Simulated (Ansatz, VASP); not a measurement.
## Se in VASP and in Ansatz

INCAR

```
PREC = Accurate ; ENCUT = 520
EDIFF = 1E-6 ; ISMEAR = 0
SIGMA = 0.1 ; LREAL = False
LASPH = True ; NELM = 80
ALGO = Normal ; ISIF = 2
LWAVE = False ; LCHARG = False
GGA = PE ; NBANDS = 9
```

File KPOINTS:

```
Automatic mesh
0
Gamma
  6 6 6
```

File POSCAR:

```
Se
1.0
    3.5344971600      0.0000000000      0.0000000000
    0.0000000000      3.5344971600      0.0000000000
    0.0000000000      0.0000000000      2.5651275100
Se
1
Direct
    0.0000000000      0.0000000000      0.0000000000
```

Input for Ansatz:

```yaml
crystal:
  lattice:
    - [3.53449716, 0.0, 0.0]
    - [0.0, 3.53449716, 0.0]
    - [0.0, 0.0, 2.56512751]
  atoms:
    - { symbol: Se, position: [0.0, 0.0, 0.0] }
basis:
  ecutwfc: 420
kpoints:
  mp_grid: { grid: [6, 6, 6] }
hamiltonian:
  xc: pbe
scf:
  occupations: { method: gaussian, width: 0.1 }
  lower_state_search: "off"
output:
  forces: true
  stress: true
  eigenvalues: true
```

Alike in both runs: task single point; functional PBE; k mesh 6 × 6 × 6; occupations gaussian, width 0.1 eV; no spin polarisation.

```csv
,VASP,Ansatz
version,VASP 6.6.1,Ansatz 0.2.0
potentials or method,"VASP PAW PBE potentials, release 64 (Se), cutoff 520 eV","scalar-relativistic, plane waves, PAW"
valence electrons in the cell,6,16
```

|  | VASP | Ansatz | Ansatz less VASP |
| --- | --- | --- | --- |
| gap on the k mesh at the Fermi level (eV) | none | none | - |
| pressure (GPa) | -5.9 | -5.9 | -0.01 |
| traceless stress, the component that is largest in VASP (GPa) | -5.94 | -5.94 | -0.001 |

A gap of «none» marks a metal or a gap that the smearing closes. VASP's potentials hold 6 valence electrons a cell and Ansatz's 16, so a difference there can come from the potentials and not from the codes.

The k mesh is coarse, so the values compare programs but aren't converged.
